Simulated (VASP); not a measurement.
# BP2: single point with PBE

BP2:

```xyz
3
Lattice="3.0389 0.0000 0.0000 -1.5195 2.6318 0.0000 0.0000 0.0000 9.7868" Properties=species:S:1:pos:R:3 pbc="T T T"
B     0.0000    0.0000    0.0000
P     0.0000    1.7545    8.6354
P     0.0000    1.7545    1.1514
```

The cell was built from a structure type or drawn by symmetry, and may not be a known phase.

```json
{
 "Program": "VASP 6.6.1",
 "Task": "single point",
 "Functional": "PBE",
 "Potentials or basis": "VASP PAW PBE potentials, release 64 (B, P)",
 "Cutoff": "500 eV",
 "k mesh": "9 × 9 × 2",
 "Occupations": "gaussian, width 0.2 eV",
 "Spin": "no spin polarisation",
 "Dipole correction": "no",
 "Further INCAR settings": "ALGO = Normal; EDIFF = 1e-06; NBANDS = 14"
}
```

```
Pressure               : -0.2 GPa
Largest force          : 0.089 eV/Å
Band gap on the k mesh : zero (an odd number of electrons rules out a gap without spin polarisation)
```

Forces on the atoms (eV/Å):
```
B    0.000  0.000  0.000
P    0.000  0.000  0.089
P    0.000  0.000 -0.089
```

Stress tensor (GPa, compression positive):
```
-0.10  0.00  0.00
 0.00 -0.10  0.00
 0.00  0.00 -0.46
```

Levels at points of the mesh, in eV from the Fermi level:
```
           k point  band 3  band 4  band 5  band 6  band 7  band 8  band 9  band 10
(0.00, 0.00, 0.00)   -6.46   -1.77   -1.77   -1.61    2.63    3.21    3.21     3.32
(0.00, 0.00, 0.50)   -6.46   -1.77   -1.77   -1.67    3.19    3.21    3.21     3.32
```

It took 43 s on 1 thread of Intel Xeon 8259CL (shared host), peak memory 0.19 GiB.
